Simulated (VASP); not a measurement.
Runs of VASP 6.6.1 on LaScF2. The structure is that of space group P6/mmm (No. 191), or close to it. The cells are those of the table. 

| task | cell | k mesh | cutoff (eV) | gap on the mesh (eV) | pressure (GPa) | largest force (eV/Å) |
| --- | --- | --- | --- | --- | --- | --- |
| single point | a = 3.710, b = 3.710, c = 8.703 Å, angles 90.0, 90.0, 120.0°, 4 atoms | 6 × 6 × 2 | 520 | none | 0.1 | 0.12 |
| relaxation of cell and atoms | relaxed from a = 3.638, b = 3.638, c = 7.657 Å, angles 90.0, 90.0, 120.0°, 4 atoms | 6 × 6 × 2 | 600 | none | 0.0 | 0.02 |
| single point | a = 3.691, b = 3.691, c = 8.694 Å, angles 90.0, 90.0, 120.0°, 4 atoms | 12 × 12 × 6 | 520 | none | 0.0 | 0.12 |
| single point | a = 3.638, b = 3.638, c = 7.657 Å, angles 90.0, 90.0, 120.0°, 4 atoms | 6 × 6 × 2 | 520 | 0.13 | (a) | 7.90 |

Alike in all rows: level PBE; potentials or basis VASP PAW PBE potentials, release 64 (La, Sc_sv, F); no spin polarisation; smearing gaussian 0.1 eV.

Fill in the values left out.

(a) 28.1.

Caveats: some runs use coarse meshes; spin-orbit coupling is left out, which moves the levels of the heavy elements; forces of over 1 eV/Å act on the atoms, so gaps and moduli don't describe the material at rest (some runs).

A k mesh can miss the band edges, and the runs leave out spin-orbit coupling on La.

A gap of «none» marks levels without a gap at the run's occupations.
